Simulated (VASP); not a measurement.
## TiC: relaxation of cell and atoms with r2SCAN

TiC:

```
Ti C
1.0
     3.04209    0.00000    0.00000
    -1.52104    2.63452    0.00000
     0.00000    0.00000    2.69797
Ti C
1 1
Direct
  0.00000 0.00000 0.50000
  0.33333 0.66667 0.00000
```

```
Program                : VASP 6.6.1
Task                   : relaxation of cell and atoms
Functional             : r2SCAN
Potentials or basis    : VASP PAW PBE potentials, release 64 (Ti_sv, C)
Cutoff                 : 600 eV
k mesh                 : 10 × 10 × 10
Occupations            : fermi-dirac, width 0.05 eV
Spin                   : no spin polarisation
Dipole correction      : no
Further INCAR settings : ALGO = Normal; EDIFF = 1e-07; IBRION = 2; EDIFFG = -0.01; NSW = 60; ISIF = 3
```

```yaml
Relaxed_volume: 10.79 Å³/atom
Relaxed_cell: a = 3.042 Å, b = 3.042 Å, c = 2.692 Å, α = 90.00°, β = 90.00°, γ = 120.00°
Space_group_after_relaxing_to_0.1_Å: P-6m2 (No. 187)
Energy_gained_by_relaxing: 0.1 meV/atom
Ionic_steps: 4
Pressure_after_relaxing: 0.0 GPa
Band_gap_on_the_k_mesh: zero (bands 8 and 9 overlap by 0.17 eV)
```

The path:
| step | energy change (eV) | largest force (eV/Å) | pressure (GPa) | volume (Å³) |
| --- | --- | --- | --- | --- |
| 1 | 0.0000 | 0.0001 | -0.57 | 21.62 |
| 2 | 0.0000 | 0.0000 | 0.79 | 21.50 |
| 3 | -0.0002 | 0.0001 | 0.10 | 21.56 |
| 4 | -0.0002 | 0.0000 | 0.00 | 21.58 |

Final structure:
```
CELL_PARAMETERS angstrom
3.04223 -0.00001 0.00000
-1.52112 2.63464 0.00000
0.00000 0.00000 2.69178
ATOMIC_POSITIONS crystal
Ti 0.00000 0.00000 0.50000
C 0.33333 0.66667 0.00000
```

Levels at points of the mesh, in eV from the Fermi level:
| k point | band 6 | band 7 | band 8 | band 9 | band 10 | band 11 |
| --- | --- | --- | --- | --- | --- | --- |
| (0.00, 0.00, 0.00) | -1.72 | -1.72 | -0.88 | 2.44 | 3.47 | 3.47 |
| (0.50, 0.00, 0.00) | -5.10 | -0.66 | -0.33 | 0.11 | 3.15 | 3.66 |
| (0.50, 0.50, 0.00) | -5.10 | -0.66 | -0.33 | 0.11 | 3.15 | 3.66 |
| (0.00, 0.00, 0.50) | -5.84 | -0.62 | -0.62 | 1.25 | 1.25 | 4.94 |
| (0.50, 0.00, 0.50) | -4.28 | -2.79 | -2.43 | 1.72 | 3.46 | 4.58 |
| (0.50, 0.50, 0.50) | -4.28 | -2.79 | -2.43 | 1.72 | 3.46 | 4.58 |

Run time: 4.2 min on 1 thread of Intel(R) Xeon(R) Platinum 8559C (Emerald Rapids) (shared host), peak memory 0.19 GiB.

Caveat: the PAW data sets were made with another functional, which shifts forces and pressure a little.
